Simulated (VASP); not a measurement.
# TiO2 (C2/c) in VASP: a series of runs, part 2 of 2

VASP 6.6.1. Earlier steps stand in the parts before.

### 3 Single point, LDA

Input file INCAR:

```
  PREC = Accurate
  ENCUT = 520
  EDIFF = 1E-6
  ISMEAR = 0
  SIGMA = 0.02
  LREAL = False
  LASPH = True
  NELM = 80
  ALGO = Normal
  ISIF = 2
  LWAVE = False
  LCHARG = True
  LELF = True
  LVHAR = True
  NBANDS = 33
```

Input file KPOINTS:

```
regular mesh
0
Gamma
  8 8 6
```

Input file POSCAR:

```
TiO2
1.0
    2.6439701434     -2.6439844221     -0.0194580017
    2.6439701434      2.6439844221     -0.0194580017
   -2.6076207123      0.0000000000      4.7475905479
Ti O
2 4
Direct
    0.1250838811      0.8749161189      0.2500000000
    0.8749161189      0.1250838811      0.7500000000
    0.3329229847      0.0831208130      0.6659429413
    0.6670770153      0.9168791870      0.3340570587
    0.9168791870      0.6670770153      0.8340570587
    0.0831208130      0.3329229847      0.1659429413
```

Potentials or basis: VASP PAW LDA potentials, release 64 (Ti_sv, O).

On the command line:

```console
$ cat potpaw_LDA.64/Ti_sv/POTCAR potpaw_LDA.64/O/POTCAR > POTCAR
$ mpirun -np 1 vasp_std > vasp.out
```

OUTCAR:

```text
PREC = Accurate
   ENCUT = 520
   EDIFF = 1E-6
   ISMEAR = 0
   LREAL = False
   LASPH = True
   NELM = 80
   ISIF = 2

 ion  position               nearest neighbor table
   1  0.125  0.875  0.250-   4 1.91   6 1.91   6 1.91   4 1.91   3 1.97   5 1.97
   2  0.875  0.125  0.750-   5 1.91   3 1.91   5 1.91   3 1.91   6 1.97   4 1.97
   3  0.333  0.083  0.666-   2 1.91   2 1.91   1 1.97
   4  0.667  0.917  0.334-   1 1.91   1 1.91   2 1.97
   5  0.917  0.667  0.834-   2 1.91   2 1.91   1 1.97
   6  0.083  0.333  0.166-   1 1.91   1 1.91   2 1.97

  LATTYP: Found a base centered monoclinic cell.
 ALAT       =     5.2880834838
 B/A-ratio  =     0.9999783211
 C/A-ratio  =     1.0242986124
 COS(beta)  =    -0.4878521475

  Lattice vectors:

 A1 = (   2.6439701434,  -2.6439844221,  -0.0194580017)
 A2 = (   2.6439701434,   2.6439844221,  -0.0194580017)
 A3 = (  -2.6076207123,   0.0000000000,   4.7475905479)

Analysis of symmetry for initial positions (statically):
=====================================================================
 Subroutine PRICEL returns:
 Original cell was already a primitive cell.

 Routine SETGRP: Setting up the symmetry group for a
 base centered monoclinic supercell.

 Subroutine GETGRP returns: Found  4 space group operations
 (whereof  2 operations were pure point group operations)
 out of a pool of  4 trial point group operations.

The static configuration has the point symmetry S_2 .
 The point group associated with its full space group is C_2h.

Analysis of symmetry for dynamics (positions and initial velocities):
=====================================================================
 Subroutine PRICEL returns:
 Original cell was already a primitive cell.

 Routine SETGRP: Setting up the symmetry group for a
 base centered monoclinic supercell.

 Subroutine GETGRP returns: Found  4 space group operations
 (whereof  2 operations were pure point group operations)
 out of a pool of  4 trial point group operations.

The dynamic configuration has the point symmetry S_2 .
 The point group associated with its full space group is C_2h.

 Subroutine INISYM returns: Found  4 space group operations
 (whereof  2 operations are pure point group operations),
 and found     1 'primitive' translations

----------------------------------------------------------------------------------------

                                     Primitive cell

  volume of cell :      66.1089

  direct lattice vectors                    reciprocal lattice vectors
     2.643970143 -2.643984422 -0.019458002     0.189877061 -0.189108527  0.104290240
     2.643970143  2.643984422 -0.019458002     0.189877061  0.189108527  0.104290240
    -2.607620712  0.000000000  4.747590548     0.001556422  0.000000000  0.211488027

  length of vectors
     3.739199160  3.739199160  5.416576575     0.287561798  0.287561798  0.211493754

  position of ions in fractional coordinates (direct lattice)
     0.125083881  0.874916119  0.250000000
     0.874916119  0.125083881  0.750000000
     0.332922985  0.083120813  0.665942941
     0.667077015  0.916879187  0.334057059
     0.916879187  0.667077015  0.834057059
[... 36 lines left out ...]

 Following reciprocal coordinates:
            Coordinates               Weight
  0.000000  0.000000  0.000000      1.000000
  0.125000  0.000000  0.000000      4.000000
  0.250000  0.000000  0.000000      4.000000
  0.375000 -0.000000  0.000000      4.000000
  0.500000  0.000000  0.000000      2.000000
  0.125000  0.125000  0.000000      2.000000
[... 16 lines left out ...]
  0.125000 -0.000000  0.166667      4.000000
  0.250000 -0.000000  0.166667      4.000000
 [... further k-points ...]
   k-points           NKPTS =    114   k-points in BZ     NKDIM =    114   number of bands    NBANDS=     33
   number of dos      NEDOS =    301   number of ions     NIONS =      6
   total plane-waves  NPLWV =  31360
   dimension x,y,z NGX =    28 NGY =   28 NGZ =   40
   dimension x,y,z NGXF=    56 NGYF=   56 NGZF=   80
   ions per type =               2   4
   NGX,Y,Z   is equivalent  to a cutoff of  12.45, 12.45, 12.28 a.u.
   NGXF,Y,Z  is equivalent  to a cutoff of  24.90, 24.90, 24.55 a.u.
 SYSTEM =  unknown system
   PREC   = accura    normal or accurate (medium, high low for compatibility)
   ISTART =      0    job   : 0-new  1-cont  2-samecut
   ICHARG =      2    charge: 1-file 2-atom 10-const
   ISPIN  =      1    spin polarized calculation?
   LNONCOLLINEAR =      F non collinear calculations
   LSORBIT =      F    spin-orbit coupling
   LASPH  =      T    aspherical Exc in radial PAW
   ENCUT  =  520.0 eV  38.22 Ry    6.18 a.u.   6.95  6.95 10.07*2*pi/ulx,y,z
   NELM   =     80;   NELMIN=  2; NELMDL= -5     # of ELM steps
   EDIFF  = 0.1E-05   stopping-criterion for ELM
   LREAL  =      F    real-space projection
   EDIFFG = 0.1E-04   stopping-criterion for IOM
   NSW    =      0    number of steps for IOM
   IBRION =     -1    ionic relax: 0-MD 1-quasi-New 2-CG
   NFREE  =      0    steps in history (QN), initial steepest desc. (CG)
   ISIF   =      2    stress and relaxation
   ISYM   =      2    0-nonsym 1-usesym 2-fastsym
   POTIM  = 0.5000    time-step for ionic-motion
   TEBEG  =    0.0;   TEEND  =   0.0 temperature during run
   PSTRESS=    0.0 pullay stress
   NELECT =      48.0000    total number of electrons
   NUPDOWN=      -1.0000    fix difference up-down
   EMIN   =  10.00;   EMAX   =-10.00  energy-range for DOS
   EFERMI =   0.00;   METHOD = LEGACY
   ISMEAR =     0;   SIGMA  =   0.02  broadening in eV -4-tet -1-fermi 0-gaus
   EFERMI_NEDOS =   21; number of points for ismear=-14 and -15
   IALGO  =     38    algorithm
   IMIX   =      4    mixing-type and parameters
     AMIX     =   0.40;   BMIX     =  1.00
     AMIX_MAG =   1.60;   BMIX_MAG =  1.00
  volume/ion in A,a.u.               =      11.02        74.35
  Fermi-wavevector in a.u.,A,eV,Ry     =   1.471416  2.780572 29.457483  2.165064
  Thomas-Fermi vector in A             =   2.586554
   LORBIT       =      0    0 simple, 1 ext, 2 COOP (PROOUT), +10 PAW based schemes
   GGA     = CA    functional components
   LHFCALC =     F    Hartree Fock is set to
   AEXX    =    0.0000 exact exchange contribution
   IVDW    =     0    specifies the selected vdW correction
   LEPSILON=     F    determine dielectric tensor
   LRPA    =     F    only Hartree local field effects (RPA)
 non-spin polarized calculation
 Gauss-broadening in eV      SIGMA  =   0.02
  energy-cutoff  :      520.00
  volume of cell :       66.11
 maximum number of plane-waves:      1798
   NGX = 13   NGY = 13   NGZ = 21

 number of electron      47.9999995 magnetization

 Free energy of the ion-electron system (eV)
  ---------------------------------------------------
  ext. energy  EPLUGINS =         0.00000000
  ---------------------------------------------------
  free energy    TOTEN  =       -58.83488466 eV

  energy without entropy =      -58.83488466  energy(sigma->0) =      -58.83488466

 E-fermi :   3.4838     XC(G=0): -11.4961

 val. band max:        3.3379672379   @ k =  -0.3750   0.3750   0.0000
 cond. band min:       5.4438083893   @ k =   0.0000   0.0000   0.0000
 fundamental gap:      2.1058411513
 Fermi energy:         3.4837525245

 k-point     1 :       0.0000    0.0000    0.0000
  band No.  band energies     occupation
      1     -52.1687      2.00000
      2     -52.0949      2.00000
      3     -29.0961      2.00000
      4     -28.8177      2.00000
      5     -28.8177      2.00000
      6     -28.7349      2.00000
[... 853 lines left out ...]
     32       9.5928      0.00000
     33       9.7289      0.00000

 [... further k-points ...]

------------------------ aborting loop because EDIFF is reached ----------------------------------------

  FORCE on cell =-STRESS in cart. coord.  units (eV):
  Direction    XX          YY          ZZ          XY          YZ          ZX
  --------------------------------------------------------------------------------------
  -------------------------------------------------------------------------------------
  Total        0.5376671      0.5382824      0.5153613      0.0000000      0.0000000     -0.0042524
  in kB       13.0306007     13.0455104     12.4900078      0.0000000      0.0000000     -0.1030593
  external PRESSURE =      12.8553730 kB  Pullay stress =       0.0000000 kB

 VOLUME and BASIS-vectors are now :
 -----------------------------------------------------------------------------
  energy-cutoff  :      520.00
  volume of cell :       66.11
      direct lattice vectors                 reciprocal lattice vectors
     2.643970143 -2.643984422 -0.019458002     0.189877061 -0.189108527  0.104290240
     2.643970143  2.643984422 -0.019458002     0.189877061  0.189108527  0.104290240
    -2.607620712  0.000000000  4.747590548     0.001556422  0.000000000  0.211488027

 POSITION                                       TOTAL-FORCE (eV/Angst)
 -----------------------------------------------------------------------------------
      1.99206      1.98254      1.16744        -0.000000      0.000214     -0.000000
      0.68825     -1.98254      3.54123         0.000000     -0.000214     -0.000000
     -0.63652     -0.66047      3.15353        -0.000283     -0.000116      0.032956
      3.31684      0.66047      1.55515         0.000283      0.000116     -0.032956
      2.01303     -0.66047      3.92894         0.000283     -0.000116     -0.032956
      0.66729      0.66047      0.77973        -0.000283      0.000116      0.032956
 -----------------------------------------------------------------------------------
    total drift:                                0.000000     -0.000000     -0.000000

  FREE ENERGIE OF THE ION-ELECTRON SYSTEM (eV)
  ---------------------------------------------------
  free  energy   TOTEN  =       -58.8348846607 eV

  energy  without entropy=      -58.8348846607  energy(sigma->0) =      -58.83488466
```

OSZICAR:

```text
N       E                     dE             d eps       ncg     rms          rms(c)
DAV:   1     0.655254517141E+03    0.65525E+03   -0.24517E+04  7524   0.171E+03
DAV:   2     0.258369090842E+02   -0.62942E+03   -0.58491E+03  8109   0.515E+02
DAV:   3    -0.693184884562E+02   -0.95155E+02   -0.93610E+02 10414   0.189E+02
DAV:   4    -0.751053397509E+02   -0.57869E+01   -0.57757E+01 11285   0.435E+01
DAV:   5    -0.753562731863E+02   -0.25093E+00   -0.25091E+00  9578   0.692E+00    0.328E+01
DAV:   6    -0.591326427662E+02    0.16224E+02   -0.75337E+01 10582   0.889E+01    0.109E+01
DAV:   7    -0.591021015938E+02    0.30541E-01   -0.14376E+01  9945   0.321E+01    0.986E+00
DAV:   8    -0.588807568500E+02    0.22134E+00   -0.62224E-01 10024   0.768E+00    0.571E+00
DAV:   9    -0.588624818870E+02    0.18275E-01   -0.49489E-01 10878   0.713E+00    0.175E+00
DAV:  10    -0.588440340990E+02    0.18448E-01   -0.18919E-01 10619   0.497E+00    0.888E-01
DAV:  11    -0.588349209082E+02    0.91132E-02   -0.33945E-02  9635   0.120E+00    0.222E-01
DAV:  12    -0.588350225431E+02   -0.10163E-03   -0.26847E-03  8637   0.576E-01    0.119E-01
DAV:  13    -0.588349187420E+02    0.10380E-03   -0.50510E-04 10220   0.299E-01    0.474E-02
DAV:  14    -0.588348845683E+02    0.34174E-04   -0.16527E-04  9381   0.837E-02    0.101E-02
DAV:  15    -0.588348846607E+02   -0.92423E-07   -0.82319E-06  9780   0.237E-02
   1 F= -.58834885E+02 E0= -.58834885E+02  d E =-.729650E-27
```

stdout:

```text
POSCAR found type information on POSCAR TiO
 POSCAR found :  2 types and       6 ions
 scaLAPACK will be used
 LDA part: xc-table for (Slater(with rela. corr.)+CA(PZ))
 , standard interpolation
 POSCAR, INCAR and KPOINTS ok, starting setup
 FFT: planning ... GRIDC
 FFT: planning ... GRID_SOFT
 FFT: planning ... GRID
 WAVECAR not read
 entering main loop
```

It took 2.4 min on 1 thread of AMD EPYC 9R45 (Zen 5), shared host; peak memory 0.26 GiB.

What came out:

```yaml
Free_energy: -58.8349 eV
Pressure: 1.3 GPa
Largest_force: 0.033 eV/Å
Band_gap_on_the_k_mesh: 2.11 eV (least direct gap 2.42 eV)
```

Forces on the atoms (eV/Å):
```
Ti   0.000  0.000  0.000
Ti   0.000  0.000  0.000
O    0.000  0.000  0.033
O    0.000  0.000 -0.033
O    0.000  0.000 -0.033
O    0.000  0.000  0.033
```

Levels at points of the mesh, in eV from the valence-band top:
| k point | band 21 | band 22 | band 23 | band 24 | band 25 | band 26 | band 27 | band 28 |
| --- | --- | --- | --- | --- | --- | --- | --- | --- |
| (0.00, 0.00, 0.00) | -0.73 | -0.73 | -0.47 | -0.47 | 2.11 | 2.91 | 4.14 | 4.14 |
| (0.50, 0.00, 0.00) | -2.01 | -1.00 | -0.78 | -0.62 | 3.32 | 3.67 | 3.68 | 3.79 |
| (0.50, 0.50, 0.00) | -2.15 | -2.14 | 0.00 | 0.00 | 3.44 | 3.44 | 3.96 | 3.96 |
| (0.00, 0.00, 0.50) | -1.25 | -1.25 | -0.07 | -0.07 | 2.49 | 2.49 | 3.90 | 3.90 |
| (0.50, 0.00, 0.50) | -2.01 | -1.00 | -0.78 | -0.62 | 3.32 | 3.67 | 3.68 | 3.79 |
| (0.50, 0.50, 0.50) | -2.14 | -2.14 | 0.00 | 0.00 | 3.44 | 3.44 | 3.96 | 3.96 |

A k mesh can miss the band edges.

### 4 Relaxation of cell and atoms, LDA

This run uses another cell than the first one, of 11.71 Å³/atom.

Input file INCAR:

```
  ALGO = Normal
  EDIFF = 1E-6
  EDIFFG = -0.05
  ENCUT = 600
  IBRION = 2
  ISIF = 3
  ISMEAR = 0
  LASPH = True
  LCHARG = False
  LREAL = False
  LWAVE = False
  NELM = 80
  NSW = 100
  PREC = Accurate
  SIGMA = 0.1
```

Input file KPOINTS:

```
k-points
0
Gamma
  6 6 4
```

Input file POSCAR:

```
TiO2
1.0
    2.7060340000     -2.7066550000      0.0000000000
    2.7060340000      2.7066550000      0.0000000000
   -2.6335310000      0.0000000000      4.7966370000
Ti O
2 4
Direct
    0.1341100000      0.8658900000      0.2500000000
    0.8658900000      0.1341100000      0.7500000000
    0.3312210000      0.0887550000      0.6671490000
    0.6687790000      0.9112450000      0.3328510000
    0.9112450000      0.6687790000      0.8328510000
    0.0887550000      0.3312210000      0.1671490000
```

On the command line:

```console
$ cat potpaw_LDA.64/Ti_sv/POTCAR potpaw_LDA.64/O/POTCAR > POTCAR
$ mpirun -np 1 vasp_std > vasp.out
```

It took 4.8 min on 1 thread of AMD EPYC 9R45 (Zen 5), shared host; peak memory 0.22 GiB.

The run converged. Its results:

```yaml
Free_energy: -58.8563 eV
Relaxed_volume: 11.05 Å³/atom
Relaxed_cell: a = 3.747 Å, b = 3.747 Å, c = 5.388 Å, α = 109.86°, β = 109.86°, γ = 89.98°
Space_group_after_relaxing_to_0.1_Å: I4_1/amd (No. 141)
Energy_gained_by_relaxing: 27.3 meV/atom
Ionic_steps: 9
Pressure_after_relaxing: 0.0 GPa
Largest_force_after_relaxing: 0.022 eV/Å
Band_gap_on_the_k_mesh: 2.09 eV (least direct gap 2.40 eV)
```

Forces in eV/Å, atoms in the order of the input:
```
Ti   0.000  0.009  0.000
Ti   0.000 -0.009  0.000
O    0.012 -0.018  0.004
O   -0.012  0.018 -0.004
O   -0.012 -0.018 -0.004
O    0.012  0.018  0.004
```

Stress tensor (GPa, compression positive):
```
-0.10  0.00 -0.41
 0.00 -0.05  0.00
-0.41  0.00  0.10
```

The path:
| step | energy change (eV) | largest force (eV/Å) | pressure (GPa) | volume (Å³) |
| --- | --- | --- | --- | --- |
| 1 | 0.0000 | 0.3156 | -12.12 | 70.26 |
| 2 | 0.1539 | 0.8424 | 21.24 | 61.64 |
| 3 | -0.1569 | 0.1333 | -0.32 | 66.50 |
| 4 | -0.1569 | 0.1348 | -0.10 | 66.43 |
| 5 | -0.1605 | 0.1074 | 0.02 | 66.27 |
| 6 | -0.1605 | 0.1072 | 0.08 | 66.28 |
| 7 | -0.1616 | 0.0747 | 0.04 | 66.29 |
| 8 | -0.1625 | 0.0598 | -0.01 | 66.32 |
| 9 | -0.1635 | 0.0221 | -0.02 | 66.33 |

Final structure:
```xyz
6
Lattice="2.6498 -2.6487 -0.0027 2.6498 2.6487 -0.0027 -2.5836 0.0000 4.7278" Properties=species:S:1:pos:R:3 pbc="T T T"
Ti    2.0039    1.9679    1.1792
Ti    0.7121   -1.9679    3.5431
O    -0.6119   -0.6449    3.1494
O     3.3279    0.6449    1.5730
O     2.0361   -0.6449    3.9369
O     0.6800    0.6449    0.7855
```

Levels at points of the mesh, in eV from the valence-band top:
```
           k point  band 21  band 22  band 23  band 24  band 25  band 26  band 27  band 28
(0.00, 0.00, 0.00)    -0.73    -0.71    -0.48    -0.47     2.09     2.89     4.09     4.09
(0.50, 0.00, 0.00)    -2.02    -1.00    -0.79    -0.62     3.31     3.63     3.65     3.80
(0.50, 0.50, 0.00)    -2.25    -2.04     0.00     0.00     3.40     3.45     3.85     4.03
(0.00, 0.00, 0.50)    -1.25    -1.25    -0.08    -0.08     2.47     2.47     3.87     3.87
(0.50, 0.00, 0.50)    -2.00    -0.99    -0.79    -0.62     3.28     3.63     3.68     3.74
(0.50, 0.50, 0.50)    -2.14    -2.14    -0.01    -0.01     3.42     3.42     3.94     3.94
```

Caveat: the relaxation stopped at a loose force limit of 0.05 eV/Å, so its end isn't a converged minimum.

### 5 The runs side by side

| task | potentials or basis | cell | k mesh | cutoff (eV) | smearing | gap on the mesh (eV) | pressure (GPa) | largest force (eV/Å) |
| --- | --- | --- | --- | --- | --- | --- | --- | --- |
| single point | VASP PAW LDA potentials, release 64 (Ti_sv, O_h) | a = 3.739, b = 3.739, c = 5.417 Å, angles 110.2, 110.2, 90.0°, 6 atoms, atomic positions A | 6 × 6 × 4 | 910 | gaussian 0.1 eV | 2.11 | 0.8 | 0.03 |
| single point | VASP PAW LDA potentials, release 64 (Ti_sv, O) | a = 3.739, b = 3.739, c = 5.417 Å, angles 110.2, 110.2, 90.0°, 6 atoms, atomic positions A | 8 × 8 × 6 | 520 | gaussian 0.02 eV | 2.11 | 1.3 | 0.03 |
| relaxation of cell and atoms | VASP PAW LDA potentials, release 64 (Ti_sv, O) | relaxed from a = 3.827, b = 3.827, c = 5.472 Å, angles 109.9, 109.9, 90.0°, 6 atoms, atomic positions B | 6 × 6 × 4 | 600 | gaussian 0.1 eV | 2.09 | 0.0 | 0.02 |

Alike in all rows: level LDA; no spin polarisation.

Caveats: the cutoff is under 1.25 times the usual one of these potentials, so pressure, stress and relaxed cells hold a basis-set (Pulay) error (at least some runs); the relaxation stopped at a loose force limit of 0.05 eV/Å, so its end isn't a converged minimum (at least some runs).

Absolute energies hang on the potentials; compare differences alone.
